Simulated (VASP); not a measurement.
Write the native input for VASP 6.6.1 that does the following.

```yaml
Task: single point
Functional: PBEsol
Potentials_or_basis: VASP PAW PBE potentials, release 64 (Ti_sv, Al)
Cutoff: 520 eV
k_mesh: 18 × 18 × 10
Occupations: gaussian, width 0.15 eV
Spin: no spin polarisation
Dipole_correction: no
Further_INCAR_settings: ALGO = Fast; EDIFF = 1e-06; NBANDS = 14
```

The structure of TiAl lies in POSCAR:

```
TiAl
1.0
    2.9899000000      0.0000000000      0.0000000000
   -1.4949500000      2.5893293548      0.0000000000
    0.0000000000      0.0000000000      4.8040000000
Ti Al
1 1
Direct
    0.0000000000      0.0000000000      0.0000000000
    0.3333333333      0.6666666667      0.5000000000
```

The input as run:

INCAR

```
  ALGO = Fast
  EDIFF = 1E-6
  ENCUT = 520
  GGA = PS
  ISIF = 2
  ISMEAR = 0
  LASPH = T
  LCHARG = F
  LREAL = F
  LWAVE = F
  NBANDS = 14
  NELM = 80
  PREC = Accurate
  SIGMA = 0.15
```

KPOINTS

```
k-points
0
Gamma
  18 18 10
```

Potentials or basis: VASP PAW PBE potentials, release 64 (Ti_sv, Al).

Launch:

```bash
$ cat potpaw_PBE.64/Ti_sv/POTCAR potpaw_PBE.64/Al/POTCAR > POTCAR
$ mpirun -np 1 vasp_std > vasp.out
```

It gave:

- Pressure: -11.6 GPa
- Band gap on the k mesh: zero (an odd number of electrons rules out a gap without spin polarisation)

Caveat: the cell stands under tension; the PAW data sets were made with another functional, which shifts forces and pressure a little.

It took 2.8 min on 1 thread of Intel(R) Xeon(R) Platinum 8259CL CPU @ 2.50GHz (Skylake/Cascade Lake), with other jobs on the host, peak memory 0.24 GiB.
